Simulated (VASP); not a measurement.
# NaCl (I4/mmm) in VASP: notebook, part 2 of 2

VASP 6.6.1.

## Step 3: Single point, PBE (epitaxial xy strain -3.0%)

File INCAR:

```
SYSTEM = NaCl
PREC = Accurate ; ENCUT = 520
EDIFF = 1E-7 ; ISMEAR = -1
SIGMA = 0.02 ; LREAL = .False.
LASPH = .True. ; NELM = 100
ALGO = Normal ; ISIF = 2
LWAVE = .False. ; LCHARG = .True.
GGA = PE ; LELF = .True.
LVHAR = .True. ; NBANDS = 14
```

File KPOINTS:

```
regular mesh
0
Gamma
  8 8 8
  0 0 0
```

File POSCAR:

```
NaCl
1.0
    0.0000000000      2.7186178606      2.8393271002
    2.7186178606      0.0000000000      2.8393271002
    2.7186178606      2.7186178606      0.0000000000
Na Cl
1 1
Direct
    0.0000000000      0.0000000000      0.0000000000
    0.5000000000      0.5000000000      0.5000000000
```

Potentials or basis: VASP PAW PBE potentials, release 64 (Na_pv, Cl).

The run is started by

```sh
$ cat potpaw_PBE.64/Na_pv/POTCAR potpaw_PBE.64/Cl/POTCAR > POTCAR
$ mpirun -np 1 vasp_std > vasp.out
```

OUTCAR:

```text
SYSTEM = NaCl
   PREC = Accurate
   ENCUT = 520
   EDIFF = 1E-7
   ISMEAR = -1
   LREAL = .False.
   LASPH = .True.
   NELM = 100
   ISIF = 2
   GGA = PE

 ion  position               nearest neighbor table
   1  0.000  0.000  0.000-   2 2.72   2 2.72   2 2.72   2 2.72
   2  0.500  0.500  0.500-   1 2.72   1 2.72   1 2.72   1 2.72

  LATTYP: Found a body centered tetragonal cell.
 ALAT       =     3.8447062494
 C/A-ratio  =     1.4770060005

  Lattice vectors:
[... 584 lines left out ...]
      6      -0.6956      2.00000
      7      -0.6752      2.00000
      8       7.3148      0.00000
      9       9.6256      0.00000
     10      10.6106      0.00000
     11      11.3237      0.00000
     12      13.5006      0.00000
     13      14.8606      0.00000
     14      16.5011      0.00000

 [... further k-points ...]
[... 5 lines left out ...]
  --------------------------------------------------------------------------------------
  -------------------------------------------------------------------------------------
  Total        0.9902337      0.9902337      0.3462518      0.0000000      0.0000000      0.0000000
  in kB       37.8012825     37.8012825     13.2178522      0.0000000      0.0000000      0.0000000
  external PRESSURE =      29.6068057 kB  Pullay stress =       0.0000000 kB

 VOLUME and BASIS-vectors are now :
 -----------------------------------------------------------------------------
  energy-cutoff  :      520.00
  volume of cell :       41.97
      direct lattice vectors                 reciprocal lattice vectors
     0.000000000  2.718617861  2.839327100    -0.183916985  0.183916985  0.176098062
     2.718617861  0.000000000  2.839327100     0.183916985 -0.183916985  0.176098062
     2.718617861  2.718617861  0.000000000     0.183916985  0.183916985 -0.176098062

 POSITION                                       TOTAL-FORCE (eV/Angst)
 -----------------------------------------------------------------------------------
      0.00000      0.00000      0.00000         0.000000      0.000000     -0.000000
      2.71862      2.71862      2.83933         0.000000     -0.000000      0.000000
 -----------------------------------------------------------------------------------
    total drift:                               -0.000000      0.000000      0.000000

  FREE ENERGIE OF THE ION-ELECTRON SYSTEM (eV)
  ---------------------------------------------------
  free  energy   TOTEN  =        -6.7336368612 eV

  energy  without entropy=       -6.7336368612  energy(sigma->0) =       -6.73363686
```

stdout:

```text
POSCAR found type information on POSCAR NaCl
 POSCAR found :  2 types and       2 ions
 scaLAPACK will be used
 LDA part: xc-table for (Slater+PW92), standard interpolation
 POSCAR, INCAR and KPOINTS ok, starting setup
 FFT: planning ... GRIDC
 FFT: planning ... GRID_SOFT
 FFT: planning ... GRID
 WAVECAR not read
 entering main loop
```

Run time: 16 s. Hardware: 1 thread of Intel Xeon 6975P-C (Granite Rapids), shared host; peak memory 0.17 GiB.

Results:

* Free energy: -6.7336 eV
* Pressure: 3.0 GPa
* Band gap on the k mesh: 5.36 eV, direct

Caveat: the cell differs from its parent crystal (epitaxial xy strain -3.0%).

## Step 4: Single point, PBE (epitaxial xy strain -2.0%)

File INCAR:

```
ALGO = Normal
EDIFF = 1E-6
ENCUT = 520
GGA = PE
ISIF = 2
ISMEAR = -1
LASPH = T
LCHARG = F
LREAL = F
LWAVE = F
NBANDS = 14
NELM = 100
PREC = Accurate
SIGMA = 0.02
```

File KPOINTS:

```
k-points
0
Gamma
  8 8 8
```

File POSCAR:

```
NaCl
1.0
    0.0000000000      2.7466448489      2.8297737235
    2.7466448489      0.0000000000      2.8297737235
    2.7466448489      2.7466448489      0.0000000000
Na Cl
1 1
Direct
    0.0000000000      0.0000000000      0.0000000000
    0.5000000000      0.5000000000      0.5000000000
```

The run is started by

```sh
$ cat potpaw_PBE.64/Na_pv/POTCAR potpaw_PBE.64/Cl/POTCAR > POTCAR
$ mpirun -np 1 vasp_std > vasp.out
```

It took 13 s on 1 thread of Intel Xeon 6975P-C (Granite Rapids), shared host; peak memory 0.18 GiB.

Results (log left out):

| Item | Value |
| --- | --- |
| Free energy | -6.7505 eV |
| Pressure | 2.3 GPa |
| Band gap on the k mesh | 5.29 eV, direct |

Stress tensor (GPa, compression positive):
```
2.81 0.00 0.00
0.00 2.81 0.00
0.00 0.00 1.24
```

Levels at points of the mesh, in eV from the valence-band top:
```csv
k point,band 5,band 6,band 7,band 8,band 9,band 10
"(0.00, 0.00, 0.00)",-0.02,-0.02,0.00,5.29,11.01,11.24
"(0.50, 0.00, 0.00)",-2.09,-0.33,-0.28,7.35,10.94,11.02
"(0.50, 0.50, 0.00)",-1.82,-0.61,-0.61,7.69,8.10,11.47
"(0.50, 0.00, 0.50)",-1.79,-0.73,-0.63,7.67,7.99,11.76
```

Caveat: the cell differs from its parent crystal (epitaxial xy strain -2.0%).

## Step 5: Summary

| cell | gap on the mesh (eV) | pressure (GPa) |
| --- | --- | --- |
| a = 3.921, b = 3.921, c = 3.805 Å, angles 61.0, 61.0, 58.1°, 2 atoms | 5.43 | 3.7 |
| a = 3.931, b = 3.931, c = 3.845 Å, angles 60.7, 60.7, 58.6°, 2 atoms | 5.36 | 3.0 |
| a = 3.944, b = 3.944, c = 3.884 Å, angles 60.5, 60.5, 59.0°, 2 atoms | 5.29 | 2.3 |

Alike in all rows: task single point; level PBE; potentials or basis VASP PAW PBE potentials, release 64 (Na_pv, Cl); no spin polarisation; k mesh 8 × 8 × 8; cutoff (eV) 520; smearing fermi-dirac 0.02 eV.

Absolute energies hang on the potentials; compare differences alone.
